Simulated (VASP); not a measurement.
Wanted: the native input for a VASP 6.6.1 run.

* Task: single point
* Functional: BLYP
* Dispersion: D3(BJ)
* Potentials or basis: VASP PAW PBE potentials, release 64 (Sn_d, O)
* Cutoff: 520 eV
* k mesh: 9 × 9 × 9
* Occupations: fermi-dirac, width 0.05 eV
* Spin: no spin polarisation
* Dipole correction: no
* Further INCAR settings: ALGO = Normal; EDIFF = 1e-06; NBANDS = 20

The structure of SnO2 lies in POSCAR:

```
SnO2
1.0
    0.0000000000      2.5676031243      2.5676031243
    2.5676031243      0.0000000000      2.5676031243
    2.5676031243      2.5676031243      0.0000000000
Sn O
1 2
Direct
    0.0000000000      0.0000000000      0.0000000000
    0.7500000000      0.7500000000      0.7500000000
    0.2500000000      0.2500000000      0.2500000000
```

The input as run:

INCAR

```
SYSTEM = SnO2
AGGAC = 1.0 ; AGGAX = 1.0
ALDAC = 0.0 ; ALDAX = 1.0
ALGO = Normal ; EDIFF = 1E-6
ENCUT = 520 ; GGA = B5
ISIF = 2 ; ISMEAR = -1
IVDW = 12 ; LASPH = .TRUE.
LCHARG = .FALSE. ; LREAL = .FALSE.
LWAVE = .FALSE. ; NBANDS = 20
NELM = 100 ; PREC = Accurate
SIGMA = 0.05 ; VDW_A1 = 0.4298
VDW_A2 = 4.2359 ; VDW_S6 = 1.0
VDW_S8 = 2.6996
```

KPOINTS

```
k-points
0
G
  9 9 9
  0 0 0
```

Potentials or basis: VASP PAW PBE potentials, release 64 (Sn_d, O).

The run is started by

```bash
$ cat potpaw_PBE.64/Sn_d/POTCAR potpaw_PBE.64/O/POTCAR > POTCAR
$ mpirun -np 1 vasp_std > vasp.out
```

It gave:

The pressure is 0.6 GPa and the dispersion energy per atom is -0.515 eV.

Caveat: the PAW data sets were made with another functional, which shifts forces and pressure a little.

Run time: 50 s on 1 thread of Intel Xeon 8259CL, on a shared host, peak memory 0.18 GiB.
